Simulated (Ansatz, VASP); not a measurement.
# One calculation of SiSbTe2, two programs

```xyz
4
Lattice="4.0365 0.0000 0.0000 0.0000 4.0365 0.0000 0.0000 0.0000 5.6852" Properties=species:S:1:pos:R:3 pbc="T T T"
Si    0.0000    0.0000    0.0000
Sb    2.0182    2.0182    2.8426
Te    2.0182    0.0000    4.1972
Te    0.0000    2.0182    1.4880
```

Change from the starting cell: species swapped into the AlGaN2 type (P-4m2, No. 115).

Alike in both runs: task single point; functional PBE; k mesh 4 × 4 × 4; occupations gaussian, width 0.1 eV; no spin polarisation.

```csv
,VASP,Ansatz
version,VASP 6.6.1,Ansatz 0.2.0
potentials or method,"VASP PAW PBE potentials, release 64 (Si, Sb, Te), cutoff 520 eV","scalar-relativistic, plane waves, PAW"
valence electrons in the cell,21,51
```

```tsv
	VASP	Ansatz	Ansatz less VASP
gap on the k mesh at the Fermi level (eV)	none	none	-
rms of the force components (eV/Å)	2.437	2.391	-0.0464
```

Atom by atom the forces differ by 0.046 eV/Å (rms over components). A gap of «none» marks a metal or a gap that the smearing closes. VASP's potentials hold 21 valence electrons a cell and Ansatz's 51, so a difference there can come from the potentials and not from the codes.

The k mesh is coarse, so the values compare programs but aren't converged. Neither program's run includes spin-orbit coupling.
